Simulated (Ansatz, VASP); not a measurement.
## NbRu3C in VASP and in Ansatz

INCAR

```
PREC = Accurate
ENCUT = 520
EDIFF = 1E-7
ISMEAR = -1
SIGMA = 0.1
LREAL = F
LASPH = T
NELM = 80
ALGO = Normal
ISIF = 2
LWAVE = F
LCHARG = F
NBANDS = 38
```

Contents of KPOINTS:

```
regular mesh
0
Gamma
  6 6 6
```

POSCAR

```
NbRu3C
1.0
    4.0920602283      0.0000000000      0.0000000000
    0.0000000000      4.0920602283      0.0000000000
    0.0000000000      0.0000000000      4.0920602283
Nb Ru C
1 3 1
Direct
    0.0000000000      0.0000000000      0.0000000000
    0.0000000000      0.5000000000      0.5000000000
    0.5000000000      0.0000000000      0.5000000000
    0.5000000000      0.5000000000      0.0000000000
    0.5000000000      0.5000000000      0.5000000000
```

Input for Ansatz:

```yaml
crystal:
  lattice:
    - [4.092060228295779, 0.0, 0.0]
    - [0.0, 4.092060228295779, 0.0]
    - [0.0, 0.0, 4.092060228295779]
  atoms:
    - { symbol: Nb, position: [0.0, 0.0, 0.0] }
    - { symbol: Ru, position: [0.0, 0.5, 0.5] }
    - { symbol: Ru, position: [0.5, 0.0, 0.5] }
    - { symbol: Ru, position: [0.5, 0.5, 0.0] }
    - { symbol: C, position: [0.5, 0.5, 0.5] }
basis:
  ecutwfc: 517.016338673772
kpoints:
  mp_grid:
    grid: [6, 6, 6]
hamiltonian:
  xc: lda
scf:
  max_iter: 60
  occupations:
    method: fermi_dirac
output:
  stress: true
```

Alike in both runs: task single point; functional LDA; k mesh 6 × 6 × 6; no spin polarisation.

```csv
,VASP,Ansatz
version,VASP 6.6.1,Ansatz 0.2.0
potentials or method,"VASP PAW LDA potentials, release 64 (Nb_sv, Ru_pv, C), cutoff 520 eV","plane waves, PAW"
occupations,"fermi-dirac, width 0.1 eV",fermi-dirac
valence electrons in the cell,59,65
```

VASP gave:

* pressure (GPa): -20.8

Question: Which values does Ansatz return?

Answer: Pressure (GPa): -21.3.

LDA's correlation is that of Perdew and Zunger in VASP and of Perdew and Wang (1992) in Ansatz. VASP's potentials hold 59 valence electrons a cell and Ansatz's 65, so a difference there can come from the potentials and not from the codes.
